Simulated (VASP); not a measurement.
A run of VASP 6.6.1:

INCAR

```
SYSTEM = Li2S
ALGO     = Normal         ! electronic algorithm
EDIFF    = 1E-6           ! SCF threshold, eV
ENCUT    = 750            ! plane-wave cutoff, eV
GGA      = PS             ! functional
GGA_COMPAT= .FALSE.      
ISIF     = 2              ! what is computed and relaxed
ISMEAR   = 0              ! smearing method
LASPH    = .TRUE.         ! aspherical terms in the spheres
LCHARG   = .FALSE.        ! write CHGCAR
LREAL    = .FALSE.        ! projectors in reciprocal space
LWAVE    = .FALSE.        ! write WAVECAR
NBANDS   = 13             ! bands
NELM     = 120            ! most SCF steps
PREC     = Accurate       ! precision mode
SIGMA    = 0.01           ! smearing width, eV
```

The input KPOINTS:

```
k-points
0
G
  6 6 6
  0 0 0
```

The input POSCAR:

```
Li2S
1.0
    0.0000000000      2.8273105275      2.8414470801
    2.8273105275      0.0000000000      2.8414470801
    2.8273105275      2.8273105275      0.0000000000
Li S
2 1
Direct
    0.2500000000      0.2500000000      0.2500000000
    0.7500000000      0.7500000000      0.7500000000
    0.0000000000      0.0000000000      0.0000000000
```

Potentials or basis: VASP PAW PBE potentials, release 64 (Li_sv, S).

Run with:

```console
$ cat potpaw_PBE.64/Li_sv/POTCAR potpaw_PBE.64/S/POTCAR > POTCAR
$ mpirun -np 1 vasp_std > vasp.out
```

Hardware: 1 thread of Intel(R) Xeon(R) Platinum 8488C (Sapphire Rapids) (shared host).

**Question.** Estimate the wall time of this run.

**Answer.** Run time: 24 s on 1 thread of Intel(R) Xeon(R) Platinum 8488C (Sapphire Rapids), on a shared host, peak memory 0.2 GiB. Counts: scf iterations 12, k points 30.
